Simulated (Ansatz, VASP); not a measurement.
One calculation of RbP3, two programs

INCAR

```
PREC = Accurate ; ENCUT = 520
EDIFF = 1E-7 ; ISMEAR = 0
SIGMA = 0.1 ; LREAL = F
LASPH = T ; NELM = 100
ALGO = Normal ; ISIF = 2
LWAVE = F ; LCHARG = F
GGA = PE ; NBANDS = 34
```

Contents of KPOINTS:

```
regular mesh
0
Gamma
  3 3 3
```

POSCAR

```
RbP3
1.0
    3.9028871396      2.2533329407      3.6655803261
   -3.9028871396      2.2533329407      3.6655803261
    0.0000000000     -4.5066658813      3.6655803261
Rb P
2 6
Direct
    0.2690000000      0.2690000000      0.2690000000
    0.7310000000      0.7310000000      0.7310000000
    0.7970000000      0.2520000000      0.7970000000
    0.7970000000      0.7970000000      0.2520000000
    0.2520000000      0.7970000000      0.7970000000
    0.2030000000      0.7480000000      0.2030000000
    0.7480000000      0.2030000000      0.2030000000
    0.2030000000      0.2030000000      0.7480000000
```

Input for Ansatz:

```yaml
crystal:
  lattice:
    - [3.9028871396, 2.2533329407, 3.6655803261]
    - [-3.9028871396, 2.2533329407, 3.6655803261]
    - [0.0, -4.5066658813, 3.6655803261]
  atoms:
    - { symbol: Rb, position: [0.269, 0.269, 0.269] }
    - { symbol: Rb, position: [0.731, 0.731, 0.731] }
    - { symbol: P, position: [0.797, 0.252, 0.797] }
    - { symbol: P, position: [0.797, 0.797, 0.252] }
    - { symbol: P, position: [0.252, 0.797, 0.797] }
    - { symbol: P, position: [0.203, 0.748, 0.203] }
    - { symbol: P, position: [0.748, 0.203, 0.203] }
    - { symbol: P, position: [0.203, 0.203, 0.748] }
basis:
  ecutwfc: 420
kpoints:
  mp_grid: { grid: [3, 3, 3] }
hamiltonian:
  xc: pbe
scf:
  occupations: { method: gaussian, width: 0.1 }
  lower_state_search: "off"
output:
  forces: true
  stress: true
  eigenvalues: true
```

Alike in both runs: task single point; functional PBE; k mesh 3 × 3 × 3; occupations gaussian, width 0.1 eV; no spin polarisation.

```csv
,VASP,Ansatz
version,VASP 6.6.1,Ansatz 0.2.0
potentials or method,"VASP PAW PBE potentials, release 64 (Rb_sv, P), cutoff 520 eV","scalar-relativistic, plane waves, PAW"
valence electrons in the cell,48,48
```

```tsv
	VASP	Ansatz	Ansatz less VASP
gap on the k mesh at the Fermi level (eV)	none	none	-
pressure (GPa)	5.3	5.3	+0.01
traceless stress, the component that is largest in VASP (GPa)	-0.50	-0.55	-0.043
rms of the force components (eV/Å)	1.394	1.375	-0.0189
```

Atom by atom the forces differ by 0.020 eV/Å (rms over components). A gap of «none» marks a metal or a gap that the smearing closes.

The k mesh is coarse, so the values compare programs but aren't converged.
